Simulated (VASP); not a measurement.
# H2C18O in VASP: further runs

Runs on H2C18O. Level: LDA. Tasks: single point.

All numbers are computed with VASP 6.6.1; they aren't measurements. Logs are shortened: lines on timing, memory, paths and dates and some standing lists are left out, and cuts for length are marked.

**1. The cell of the first run**

The cell holds a slab with vacuum, 21 atoms: a = 7.398 Å, b = 7.398 Å, c = 13.000 Å, α = 90.00°, β = 90.00°, γ = 120.00°.

**2. Single point, LDA**

INCAR

```
SYSTEM = H2C18O
  ALGO = Normal
  EDIFF = 1E-7
  ENCUT = 520
  GGA = CA
  ISIF = 2
  ISMEAR = 0
  LASPH = .True.
  LCHARG = .True.
  LELF = .True.
  LREAL = Auto
  LVHAR = .True.
  LWAVE = .False.
  NBANDS = 56
  NELM = 80
  PREC = Accurate
  SIGMA = 0.05
```

KPOINTS

```
k-points
0
Gamma
  2 2 1
  0 0 0
```

POSCAR

```
H2C18O
1.0
    7.3980000000      0.0000000000      0.0000000000
   -3.6990000000      6.4068560000      0.0000000000
    0.0000000000      0.0000000000     13.0000000000
C O H
18 1 2
Direct
   -0.0025722587      0.0062668401      0.0545237492
    0.2225110251      0.1187255227      0.0545818873
   -0.0008381214      0.3418617321      0.0544666779
    0.2206284484      0.4526012610      0.0545146701
   -0.0001956660      0.6733482669      0.0544478718
    0.2200543633      0.7835362259      0.0544824869
    0.3325258409      0.0084625345      0.0545122703
    0.5539707947      0.1192393579      0.0544159602
    0.3331088041      0.3401963640      0.0545292794
    0.5533426118      0.4502339489      0.0544201088
    0.3307938021      0.6728350807      0.0544446104
    0.5556061026      0.7852587585      0.0541878890
    0.6662962178      0.0067306749      0.0542054495
    0.8865412026      0.1170244284      0.0543379123
    0.6640253652      0.3394770200      0.0544585108
    0.8889121613      0.4518904721      0.0544647989
    0.6655602173      0.6750291656      0.0541723376
    0.8871184805      0.7856787482      0.0542947757
    0.7838754564      0.8556417301      0.2839417542
    0.8712301687      0.8949627751      0.2225022607
    0.8585005835      0.9715474924      0.3310183389
```

Potentials or basis: VASP PAW LDA potentials, release 64 (C, O, H).

Launch:

```bash
> cat potpaw_LDA.64/C/POTCAR potpaw_LDA.64/O/POTCAR potpaw_LDA.64/H/POTCAR > POTCAR
> mpirun -np 1 vasp_std > vasp.out
```

OUTCAR:

```text
SYSTEM = H2C18O
   EDIFF = 1E-7
   ENCUT = 520
   GGA = CA
   ISIF = 2
   ISMEAR = 0
   LASPH = .True.
   LREAL = Auto
   NELM = 80
   PREC = Accurate

 ion  position               nearest neighbor table
   1  0.997  0.006  0.055-  18 1.41  14 1.42   2 1.44
   2  0.223  0.119  0.055-   7 1.41   9 1.42   1 1.44
   3  0.999  0.342  0.054-  16 1.41   4 1.42  14 1.44
   4  0.221  0.453  0.055-  11 1.41   3 1.42   9 1.44
   5  1.000  0.673  0.054-   6 1.41  16 1.42  18 1.44
   6  0.220  0.784  0.054-   5 1.41  11 1.42   7 1.44
[... 10 lines left out ...]
  17  0.666  0.675  0.054-  12 1.41  18 1.42  10 1.44
  18  0.887  0.786  0.054-   1 1.41  17 1.42   5 1.44
  19  0.784  0.856  0.284-  21 0.97  20 0.98
  20  0.871  0.895  0.223-  19 0.98
  21  0.859  0.972  0.331-  19 0.97

  LATTYP: Found a hexagonal cell.
 ALAT       =     7.3980000000
 C/A-ratio  =     1.7572316842

  Lattice vectors:

 A1 = (   7.3980000000,   0.0000000000,   0.0000000000)
 A2 = (  -3.6990000000,   6.4068560000,   0.0000000000)
 A3 = (   0.0000000000,   0.0000000000,  13.0000000000)

Analysis of symmetry for initial positions (statically):
=====================================================================
 Subroutine PRICEL returns:
 Original cell was already a primitive cell.

 Routine SETGRP: Setting up the symmetry group for a
 hexagonal supercell.

 Subroutine GETGRP returns: Found  1 space group operations
 (whereof  1 operations were pure point group operations)
 out of a pool of 24 trial point group operations.

The static configuration has the point symmetry C_1 .

Analysis of symmetry for dynamics (positions and initial velocities):
=====================================================================
 Subroutine PRICEL returns:
 Original cell was already a primitive cell.

 Routine SETGRP: Setting up the symmetry group for a
 hexagonal supercell.

 Subroutine GETGRP returns: Found  1 space group operations
 (whereof  1 operations were pure point group operations)
 out of a pool of 24 trial point group operations.

The dynamic configuration has the point symmetry C_1 .

 Subroutine INISYM returns: Found  1 space group operations
 (whereof  1 operations are pure point group operations),
 and found     1 'primitive' translations

----------------------------------------------------------------------------------------

                                     Primitive cell

  volume of cell :     616.1730

  direct lattice vectors                    reciprocal lattice vectors
     7.398000000  0.000000000  0.000000000     0.135171668  0.078041398  0.000000000
    -3.699000000  6.406856000  0.000000000     0.000000000  0.156082796  0.000000000
     0.000000000  0.000000000 13.000000000     0.000000000  0.000000000  0.076923077

  length of vectors
     7.398000000  7.398000054 13.000000000     0.156082797  0.156082796  0.076923077

  position of ions in fractional coordinates (direct lattice)
     0.997427741  0.006266840  0.054523749
     0.222511025  0.118725523  0.054581887
     0.999161879  0.341861732  0.054466678
     0.220628448  0.452601261  0.054514670
     0.999804334  0.673348267  0.054447872
     0.220054363  0.783536226  0.054482487
[... 13 lines left out ...]
     0.871230169  0.894962775  0.222502261
     0.858500584  0.971547492  0.331018339

  ion indices of the primitive-cell ions
   primitive index   ion index
                 1           1
                 2           2
                 3           3
                 4           4
                 5           5
                 6           6
[... 13 lines left out ...]
                20          20
                21          21

----------------------------------------------------------------------------------------

 KPOINTS: k-points

Automatic generation of k-mesh.
 Grid dimensions read from file:
 generate k-points for:    2    2    1

 Generating k-lattice:

  Cartesian coordinates                     Fractional coordinates (reciprocal lattice)
     0.067585834  0.039020699  0.000000000     0.500000000 -0.000000000  0.000000000
     0.000000000  0.078041398  0.000000000     0.000000000  0.500000000  0.000000000
     0.000000000  0.000000000  0.076923077     0.000000000  0.000000000  1.000000000

  Length of vectors
     0.078041399  0.078041398  0.076923077

  Shift w.r.t. Gamma in fractional coordinates (k-lattice)
     0.000000000  0.000000000  0.000000000

 Subroutine IBZKPT returns following result:
 ===========================================

 Found      4 irreducible k-points:

 Following reciprocal coordinates:
            Coordinates               Weight
  0.000000  0.000000  0.000000      1.000000
  0.500000  0.000000  0.000000      1.000000
  0.000000  0.500000  0.000000      1.000000
  0.500000  0.500000  0.000000      1.000000
   k-points           NKPTS =      4   k-points in BZ     NKDIM =      4   number of bands    NBANDS=     56
   number of dos      NEDOS =    301   number of ions     NIONS =     21
   total plane-waves  NPLWV = 307328
   dimension x,y,z NGX =    56 NGY =   56 NGZ =   98
   dimension x,y,z NGXF=   112 NGYF=  112 NGZF=  196
   ions per type =              18   1   2
   NGX,Y,Z   is equivalent  to a cutoff of  12.58, 12.58, 12.53 a.u.
   NGXF,Y,Z  is equivalent  to a cutoff of  25.17, 25.17, 25.06 a.u.
 SYSTEM =  H2C18O
   PREC   = accura    normal or accurate (medium, high low for compatibility)
   ISTART =      0    job   : 0-new  1-cont  2-samecut
   ICHARG =      2    charge: 1-file 2-atom 10-const
   ISPIN  =      1    spin polarized calculation?
   LNONCOLLINEAR =      F non collinear calculations
   LSORBIT =      F    spin-orbit coupling
   LASPH  =      T    aspherical Exc in radial PAW
   ENCUT  =  520.0 eV  38.22 Ry    6.18 a.u.  13.76 13.76 24.17*2*pi/ulx,y,z
   NELM   =     80;   NELMIN=  2; NELMDL= -5     # of ELM steps
   EDIFF  = 0.1E-06   stopping-criterion for ELM
   LREAL  =      T    real-space projection
   EDIFFG = 0.1E-05   stopping-criterion for IOM
   NSW    =      0    number of steps for IOM
   IBRION =     -1    ionic relax: 0-MD 1-quasi-New 2-CG
   NFREE  =      0    steps in history (QN), initial steepest desc. (CG)
   ISIF   =      2    stress and relaxation
   ISYM   =      2    0-nonsym 1-usesym 2-fastsym
   POTIM  = 0.5000    time-step for ionic-motion
   TEBEG  =    0.0;   TEEND  =   0.0 temperature during run
   PSTRESS=    0.0 pullay stress
   NELECT =      80.0000    total number of electrons
   NUPDOWN=      -1.0000    fix difference up-down
   EMIN   =  10.00;   EMAX   =-10.00  energy-range for DOS
   EFERMI =   0.00;   METHOD = LEGACY
   ISMEAR =     0;   SIGMA  =   0.05  broadening in eV -4-tet -1-fermi 0-gaus
   EFERMI_NEDOS =   21; number of points for ismear=-14 and -15
   IALGO  =     38    algorithm
   IMIX   =      4    mixing-type and parameters
     AMIX     =   0.40;   BMIX     =  1.00
     AMIX_MAG =   1.60;   BMIX_MAG =  1.00
  volume/ion in A,a.u.               =      29.34       198.01
  Fermi-wavevector in a.u.,A,eV,Ry     =   0.828967  1.566521  9.349739  0.687186
  Thomas-Fermi vector in A             =   1.941434
   LORBIT       =      0    0 simple, 1 ext, 2 COOP (PROOUT), +10 PAW based schemes
   GGA     = CA    functional components
   LHFCALC =     F    Hartree Fock is set to
   AEXX    =    0.0000 exact exchange contribution
   IVDW    =     0    specifies the selected vdW correction
   LEPSILON=     F    determine dielectric tensor
   LRPA    =     F    only Hartree local field effects (RPA)
 non-spin polarized calculation
 Gauss-broadening in eV      SIGMA  =   0.05
  energy-cutoff  :      520.00
  volume of cell :      616.17
 maximum number of plane-waves:     16651
 NGX is ok and might be reduce to    56
   NGX = 27   NGY = 27   NGZ = 49

 number of electron      79.9999999 magnetization

 Free energy of the ion-electron system (eV)
  ---------------------------------------------------
  ext. energy  EPLUGINS =         0.00000000
  ---------------------------------------------------
  free energy    TOTEN  =      -196.05294861 eV

  energy without entropy =     -196.05271938  energy(sigma->0) =     -196.05283399

 E-fermi :  -2.1656     XC(G=0):  -3.8374

 val. band max:       -2.2684447214   @ k =   0.0000   0.0000   0.0000
 cond. band min:      -2.0612074953   @ k =   0.0000   0.0000   0.0000
 fundamental gap:      0.2072372260
 Fermi energy:        -2.1656140885

 k-point     1 :       0.0000    0.0000    0.0000
  band No.  band energies     occupation
      1     -22.4397      2.00000
      2     -21.4610      2.00000
      3     -19.0007      2.00000
      4     -18.9692      2.00000
      5     -18.8809      2.00000
      6     -18.8578      2.00000
[... 44 lines left out ...]
     51       2.9438      0.00000
     52       4.0769      0.00000

 k-point     2 :       0.5000    0.0000    0.0000
  band No.  band energies     occupation
      1     -22.4388      2.00000
      2     -20.8279      2.00000
      3     -20.7984      2.00000
      4     -19.5776      2.00000
      5     -19.4801      2.00000
      6     -17.1026      2.00000
[... 44 lines left out ...]
     51       3.7358      0.00000
     52       3.9114      0.00000

 k-point     3 :       0.0000    0.5000    0.0000
  band No.  band energies     occupation
      1     -22.4388      2.00000
      2     -20.8233      2.00000
      3     -20.8033      2.00000
      4     -19.5733      2.00000
      5     -19.4846      2.00000
      6     -17.0923      2.00000
[... 44 lines left out ...]
     51       3.7876      0.00000
     52       3.9209      0.00000

 k-point     4 :       0.5000    0.5000    0.0000
  band No.  band energies     occupation
      1     -22.4388      2.00000
      2     -20.8249      2.00000
      3     -20.8015      2.00000
      4     -19.5777      2.00000
      5     -19.4799      2.00000
      6     -17.1023      2.00000
[... 44 lines left out ...]
     51       3.7767      0.00000
     52       3.9247      0.00000
 [bands above 52 left out]

------------------------ aborting loop because EDIFF is reached ----------------------------------------

  FORCE on cell =-STRESS in cart. coord.  units (eV):
  Direction    XX          YY          ZZ          XY          YZ          ZX
  --------------------------------------------------------------------------------------
  -------------------------------------------------------------------------------------
  Total       -8.9113408     -8.8535015      0.0591262     -0.0047063      0.0834842     -0.0681871
  in kB      -23.1713316    -23.0209376      0.1537404     -0.0122375      0.2170762     -0.1773006
  external PRESSURE =     -15.3461763 kB  Pullay stress =       0.0000000 kB

 VOLUME and BASIS-vectors are now :
 -----------------------------------------------------------------------------
  energy-cutoff  :      520.00
  volume of cell :      616.17
      direct lattice vectors                 reciprocal lattice vectors
     7.398000000  0.000000000  0.000000000     0.135171668  0.078041398  0.000000000
    -3.699000000  6.406856000  0.000000000     0.000000000  0.156082796  0.000000000
     0.000000000  0.000000000 13.000000000     0.000000000  0.000000000  0.076923077

 POSITION                                       TOTAL-FORCE (eV/Angst)
 -----------------------------------------------------------------------------------
      7.35579      0.04015      0.70881         0.015297      0.009073      0.002207
      1.20697      0.76066      0.70956         0.003066     -0.011857     -0.001197
      6.12725      2.19026      0.70807         0.003876     -0.006629      0.003968
     -0.04196      2.89975      0.70869         0.009470      0.003497     -0.001940
      4.90584      4.31405      0.70782        -0.012108      0.000473      0.003904
     -1.27034      5.02000      0.70827         0.005671      0.013806     -0.001594
[... 13 lines left out ...]
      3.13489      5.73390      2.89253         0.075616     -0.006627     -0.176249
      2.75743      6.22456      4.30324        -0.007531      0.139491      0.178176
 -----------------------------------------------------------------------------------
    total drift:                                0.009285      0.003066      0.033158

  FREE ENERGIE OF THE ION-ELECTRON SYSTEM (eV)
  ---------------------------------------------------
  free  energy   TOTEN  =      -196.0529486063 eV

  energy  without entropy=     -196.0527193820  energy(sigma->0) =     -196.05283399
```

Run time: 9 min. Hardware: 1 thread of Oxide Virtual Turin-like, shared host; peak memory 0.48 GiB.

What came out:

* Free energy: -196.0529 eV
* Largest force: 0.226 eV/Å
* Band gap on the k mesh: 0.21 eV, direct

Forces in eV/Å, atoms in the order of the input:
```
C    0.015  0.009  0.002
C    0.003 -0.012 -0.001
C    0.004 -0.007  0.004
C    0.009  0.003 -0.002
C   -0.012  0.000  0.004
C    0.006  0.014 -0.002
C   -0.006 -0.006 -0.002
C    0.002 -0.015  0.000
C   -0.002 -0.003 -0.002
C    0.007  0.004  0.006
C    0.000  0.006 -0.001
C   -0.018 -0.001  0.002
C   -0.016  0.009 -0.005
C   -0.006  0.011 -0.001
C    0.000  0.006  0.005
C   -0.006  0.001 -0.001
C    0.005 -0.018  0.000
C    0.011 -0.005  0.005
O   -0.066 -0.131 -0.013
H    0.076 -0.007 -0.176
H   -0.008  0.139  0.178
```

Caveat: the k points lie up to 0.49 Å⁻¹ apart.

**3. Single point, LDA**

INCAR

```
  ALGO = Normal
  EDIFF = 1E-7
  ENCUT = 520
  ISIF = 2
  ISMEAR = 0
  LASPH = T
  LCHARG = T
  LELF = T
  LREAL = Auto
  LVHAR = T
  LWAVE = F
  NBANDS = 56
  NELM = 60
  PREC = Accurate
  SIGMA = 0.05
```

KPOINTS

```
k-points
0
Gamma
  2 2 1
```

POSCAR

```
H2C18O
1.0
    7.3980000000      0.0000000000      0.0000000000
   -3.6990000000      6.4068560000      0.0000000000
    0.0000000000      0.0000000000     13.0000000000
C O H
18 1 2
Direct
   -0.0025722911      0.0062668804      0.0545237692
    0.2225110191      0.1187254716      0.0545819231
   -0.0008381169      0.3418617494      0.0544666923
    0.2206284136      0.4526012447      0.0545146923
   -0.0001957262      0.6733482070      0.0544478462
    0.2200544245      0.7835362618      0.0544824615
    0.3325257876      0.0084624971      0.0545123077
    0.5539708241      0.1192392962      0.0544159231
    0.3331088515      0.3401963459      0.0545293077
    0.5533425700      0.4502339369      0.0544200769
    0.3307938213      0.6728350067      0.0544446154
    0.5556061462      0.7852587915      0.0541879231
    0.6662962284      0.0067306023      0.0542054615
    0.8865411674      0.1170244813      0.0543379231
    0.6640253144      0.3394769603      0.0544585385
    0.8889121047      0.4518904436      0.0544647692
    0.6655602974      0.6750292187      0.0541723077
    0.8871185347      0.7856788103      0.0542947692
    0.7838754469      0.8556416751      0.2839417692
    0.8712301327      0.8949628336      0.2225022308
    0.8585005735      0.9715475110      0.3310183077
```

Potentials or basis: VASP PAW LDA potentials, release 64 (C, O, H).

Launch:

```bash
> cat potpaw_LDA.64/C/POTCAR potpaw_LDA.64/O/POTCAR potpaw_LDA.64/H/POTCAR > POTCAR
> mpirun -np 1 vasp_std > vasp.out
```

Run time: 7.6 min. Hardware: 1 thread of Oxide Virtual Turin-like, shared host; peak memory 0.48 GiB.

The run converged. Its results:

```yaml
Free_energy: -196.0529 eV
Largest_force: 0.226 eV/Å
Band_gap_on_the_k_mesh: 0.21 eV, direct
```

Forces in eV/Å, atoms in the order of the input:
```
C    0.015  0.009  0.002
C    0.003 -0.012 -0.001
C    0.004 -0.007  0.004
C    0.009  0.003 -0.002
C   -0.012  0.001  0.004
C    0.006  0.014 -0.002
C   -0.006 -0.006 -0.002
C    0.002 -0.015  0.000
C   -0.002 -0.003 -0.002
C    0.007  0.004  0.006
C    0.000  0.006 -0.001
C   -0.017 -0.001  0.002
C   -0.016  0.009 -0.005
C   -0.006  0.011 -0.001
C    0.000  0.006  0.005
C   -0.006  0.001 -0.001
C    0.005 -0.018  0.000
C    0.011 -0.005  0.005
O   -0.066 -0.131 -0.013
H    0.076 -0.007 -0.176
H   -0.008  0.139  0.178
```

Levels at points of the mesh, in eV from the valence-band top:
| k point | band 38 | band 39 | band 40 | band 41 | band 42 | band 43 |
| --- | --- | --- | --- | --- | --- | --- |
| (0.00, 0.00, 0.00) | -2.42 | -0.02 | 0.00 | 0.21 | 0.22 | 3.31 |
| (0.50, 0.00, 0.00) | -2.51 | -2.35 | -2.23 | 1.73 | 2.54 | 2.59 |
| (0.00, 0.50, 0.00) | -2.53 | -2.34 | -2.23 | 1.72 | 2.54 | 2.56 |
| (0.50, 0.50, 0.00) | -2.51 | -2.37 | -2.21 | 1.73 | 2.53 | 2.58 |

Caveat: the k points lie up to 0.49 Å⁻¹ apart.
